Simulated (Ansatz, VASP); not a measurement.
## Two plane-wave programs on AlCo

```
Al Co
1.0
    -2.85190    0.00000    0.00000
     0.00000    2.85190    2.85190
     0.00000    2.85190   -2.85190
Al Co
2 2
Direct
  0.00000 0.02630 0.97370
  0.00000 0.52630 0.47370
  0.50000 0.48796 0.01204
  0.50000 0.98796 0.51204
```

Change from the starting cell: mode 8 (326.4 1/cm) frozen in, largest displacement +0.150 Å.

Alike in both runs: task single point; functional PBE; k mesh 22 × 16 × 16; occupations gaussian, width 0.15 eV; no spin polarisation.

|  | VASP | Ansatz |
| --- | --- | --- |
| version | VASP 6.6.1 | Ansatz 0.2.0 |
| potentials or method | VASP PAW PBE potentials, release 64 (Al, Co), cutoff 520 eV | scalar-relativistic, plane waves, PAW |
| valence electrons in the cell | 24 | 40 |

```tsv
	VASP	Ansatz	Ansatz less VASP
gap on the k mesh at the Fermi level (eV)	none	none	-
pressure (GPa)	3.3	3.6	+0.29
traceless stress, the component that is largest in VASP (GPa)	-1.86	-1.83	+0.035
rms of the force components (eV/Å)	0.915	0.913	-0.0021
```

Atom by atom the forces differ by 0.002 eV/Å (rms over components). A gap of «none» marks a metal or a gap that the smearing closes. With one functional, cell and mesh, what is left measures potentials, basis and numerics. VASP's potentials hold 24 valence electrons a cell and Ansatz's 40, so a difference there can come from the potentials and not from the codes.
